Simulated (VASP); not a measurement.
# Mg (Pm-3m) in VASP: a series of runs, part 2 of 2

VASP 6.6.1. Earlier steps stand in the parts before.

**3. Single point, PBEsol**

This run uses another cell than the first one, of 27.42 Å³/atom, 1.169 times its volume.

INCAR reads:

```
SYSTEM = Mg
PREC = Accurate
ENCUT = 520
EDIFF = 1E-6
ISMEAR = 0
SIGMA = 0.1
LREAL = .FALSE.
LASPH = .TRUE.
NELM = 60
ALGO = Fast
ISIF = 2
LWAVE = .FALSE.
LCHARG = .FALSE.
GGA = PS
NBANDS = 7
```

KPOINTS reads:

```
regular mesh
0
G
  6 6 6
  0 0 0
```

POSCAR reads:

```
Mg
1.0
    3.0154210194      0.0000000000      0.0000000000
    0.0000000000      3.0154210194      0.0000000000
    0.0000000000      0.0000000000      3.0154210194
Mg
1
Direct
    0.0000000000      0.0000000000      0.0000000000
```

Potentials or basis: VASP PAW PBE potentials, release 64 (Mg).

The run is started by

```bash
> cat potpaw_PBE.64/Mg/POTCAR > POTCAR
> mpirun -np 1 vasp_std > vasp.out
```

OUTCAR:

```text
SYSTEM = Mg
   PREC = Accurate
   ENCUT = 520
   EDIFF = 1E-6
   ISMEAR = 0
   LREAL = .FALSE.
   LASPH = .TRUE.
   NELM = 60
   ISIF = 2
   GGA = PS

 ion  position               nearest neighbor table
   1  0.000  0.000  0.000-

  LATTYP: Found a simple cubic cell.
 ALAT       =     3.0154210194

  Lattice vectors:

 A1 = (   3.0154210194,   0.0000000000,   0.0000000000)
 A2 = (   0.0000000000,   3.0154210194,   0.0000000000)
 A3 = (   0.0000000000,   0.0000000000,   3.0154210194)

Analysis of symmetry for initial positions (statically):
=====================================================================
 Subroutine PRICEL returns:
 Original cell was already a primitive cell.

 Routine SETGRP: Setting up the symmetry group for a
 simple cubic supercell.

 Subroutine GETGRP returns: Found 48 space group operations
 (whereof 48 operations were pure point group operations)
 out of a pool of 48 trial point group operations.

The static configuration has the point symmetry O_h .

Analysis of symmetry for dynamics (positions and initial velocities):
=====================================================================
 Subroutine PRICEL returns:
 Original cell was already a primitive cell.

 Routine SETGRP: Setting up the symmetry group for a
 simple cubic supercell.

 Subroutine GETGRP returns: Found 48 space group operations
 (whereof 48 operations were pure point group operations)
 out of a pool of 48 trial point group operations.

The dynamic configuration has the point symmetry O_h .

 Subroutine INISYM returns: Found 48 space group operations
 (whereof 48 operations are pure point group operations),
 and found     1 'primitive' translations

----------------------------------------------------------------------------------------

                                     Primitive cell

  volume of cell :      27.4185

  direct lattice vectors                    reciprocal lattice vectors
[... 102 lines left out ...]
  Fermi-wavevector in a.u.,A,eV,Ry     =   0.684022  1.292615  6.365981  0.467886
  Thomas-Fermi vector in A             =   1.763555
   LORBIT       =      0    0 simple, 1 ext, 2 COOP (PROOUT), +10 PAW based schemes
   GGA     = PS    functional components
   LHFCALC =     F    Hartree Fock is set to
   AEXX    =    0.0000 exact exchange contribution
   IVDW    =     0    specifies the selected vdW correction
   LEPSILON=     F    determine dielectric tensor
   LRPA    =     F    only Hartree local field effects (RPA)
 non-spin polarized calculation
 RMM-DIIS sequential band-by-band and
 Gauss-broadening in eV      SIGMA  =   0.10
  energy-cutoff  :      520.00
  volume of cell :       27.42
 maximum number of plane-waves:       756
 NGX is ok and might be reduce to    24
   NGX = 11   NGY = 11   NGZ = 11

 number of electron       2.0000000 magnetization

 Free energy of the ion-electron system (eV)
  ---------------------------------------------------
  ext. energy  EPLUGINS =         0.00000000
  ---------------------------------------------------
  free energy    TOTEN  =        -1.31752293 eV

  energy without entropy =       -1.31113522  energy(sigma->0) =       -1.31432907

 E-fermi :   1.5984     XC(G=0):  -7.9654

 val. band max:        1.5905099217   @ k =   0.5000   0.3333   0.1667
 cond. band min:       1.8442049912   @ k =   0.5000   0.3333   0.1667
 fundamental gap:      0.2536950695
 Fermi energy:         1.5984423149

 k-point     1 :       0.0000    0.0000    0.0000
  band No.  band energies     occupation
      1      -4.5133      2.00000
      2       9.7996      0.00000
      3       9.7996      0.00000
      4      11.1772      0.00000
      5      11.1772      0.00000
      6      11.1772      0.00000
      7      15.6223      0.00000
[... 181 lines left out ...]
 k-point    20 :       0.5000    0.5000    0.5000
  band No.  band energies     occupation
      1       6.2127      0.00000
      2       6.2127      0.00000
      3       6.2127      0.00000
      4       7.3791      0.00000
      5       7.3791      0.00000
      6       7.3791      0.00000
      7       9.8669      0.00000

------------------------ aborting loop because EDIFF is reached ----------------------------------------

  FORCE on cell =-STRESS in cart. coord.  units (eV):
  Direction    XX          YY          ZZ          XY          YZ          ZX
  --------------------------------------------------------------------------------------
  -------------------------------------------------------------------------------------
  Total       -0.0101673     -0.0101673     -0.0101673      0.0000000     -0.0000000      0.0000000
  in kB       -0.5941154     -0.5941154     -0.5941154      0.0000000     -0.0000000      0.0000000
  external PRESSURE =      -0.5941154 kB  Pullay stress =       0.0000000 kB

 VOLUME and BASIS-vectors are now :
 -----------------------------------------------------------------------------
  energy-cutoff  :      520.00
  volume of cell :       27.42
      direct lattice vectors                 reciprocal lattice vectors
     3.015421019  0.000000000  0.000000000     0.331628649  0.000000000  0.000000000
     0.000000000  3.015421019  0.000000000     0.000000000  0.331628649  0.000000000
     0.000000000  0.000000000  3.015421019     0.000000000  0.000000000  0.331628649

 POSITION                                       TOTAL-FORCE (eV/Angst)
 -----------------------------------------------------------------------------------
      0.00000      0.00000      0.00000         0.000000      0.000000      0.000000
 -----------------------------------------------------------------------------------
    total drift:                                0.000000     -0.000000      0.000000

  FREE ENERGIE OF THE ION-ELECTRON SYSTEM (eV)
  ---------------------------------------------------
  free  energy   TOTEN  =        -1.3175229290 eV

  energy  without entropy=       -1.3111352163  energy(sigma->0) =       -1.31432907
```

stdout:

```text
POSCAR found type information on POSCAR Mg
 POSCAR found :  1 types and       1 ions
 scaLAPACK will be used
 -----------------------------------------------------------------------------
|                                                                             |
|                                                                             |
|     You enforced a specific xc type in the INCAR file but a different       |
|     I HOPE YOU KNOW WHAT YOU ARE DOING!                                     |
|                                                                             |
 -----------------------------------------------------------------------------

 LDA part: xc-table for (Slater+PW92), standard interpolation
 POSCAR, INCAR and KPOINTS ok, starting setup
 FFT: planning ... GRIDC
 FFT: planning ... GRID_SOFT
 FFT: planning ... GRID
 WAVECAR not read
 entering main loop
```

Wall time 2.1 s (1 thread of Intel Xeon Platinum 8488C (Sapphire Rapids), shared host); peak memory 0.13 GiB.

What came out:

```yaml
Free_energy: -1.3175 eV
Pressure: -0.1 GPa
Band_gap_on_the_k_mesh: zero (band 1 reaches 6.21 eV, above the bottom of band 2 at -0.26 eV)
```

Levels at points of the mesh, in eV from the Fermi level:
```csv
k point,band 1,band 2,band 3,band 4,band 5
"(0.00, 0.00, 0.00)",-6.11,8.20,8.20,9.58,9.58
"(0.50, 0.00, 0.00)",-2.25,-1.86,10.61,12.96,12.96
"(0.50, 0.50, 0.00)",1.40,1.40,2.14,2.76,15.62
"(0.50, 0.50, 0.50)",4.61,4.61,4.61,5.78,5.78
```

Caveat: the PAW data sets were made with another functional, which shifts forces and pressure a little.
